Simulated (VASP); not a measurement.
A run of VASP 6.6.1:

File INCAR:

```
SYSTEM = Pt
ALGO     = Normal         ! electronic algorithm
EDIFF    = 1E-6           ! SCF threshold, eV
ENCUT    = 520            ! plane-wave cutoff, eV
GGA      = PS             ! functional
ISIF     = 2              ! what is computed and relaxed
ISMEAR   = -1             ! smearing method
LASPH    = .TRUE.         ! aspherical terms in the spheres
LCHARG   = .FALSE.        ! write CHGCAR
LREAL    = .FALSE.        ! projectors in reciprocal space
LWAVE    = .FALSE.        ! write WAVECAR
NBANDS   = 17             ! bands
NELM     = 100            ! most SCF steps
PREC     = Accurate       ! precision mode
SIGMA    = 0.1            ! smearing width, eV
```

The input KPOINTS:

```
k-points
0
G
  15 15 8
  0 0 0
```

Contents of POSCAR:

```
Pt
1.0
    2.8375096780      0.0000000000      0.0000000000
   -1.4187548390      2.4573554647      0.0000000000
    0.0000000000      0.0000000000      4.8662140896
Pt
2
Direct
    0.3333333333      0.6666666667      0.2500000000
    0.6666666667      0.3333333333      0.7500000000
```

Potentials or basis: VASP PAW PBE potentials, release 64 (Pt).

Run with:

```console
$ cat potpaw_PBE.64/Pt/POTCAR > POTCAR
$ mpirun -np 1 vasp_std > vasp.out
```

Hardware: 1 thread of Intel Xeon 8259CL, with other jobs on the host.

Question: How long does it take, and how much memory?

Answer: Run time: 52 s on 1 thread of Intel Xeon 8259CL, on a shared host, peak memory 0.2 GiB. Counts: scf iterations 11, k points 135.
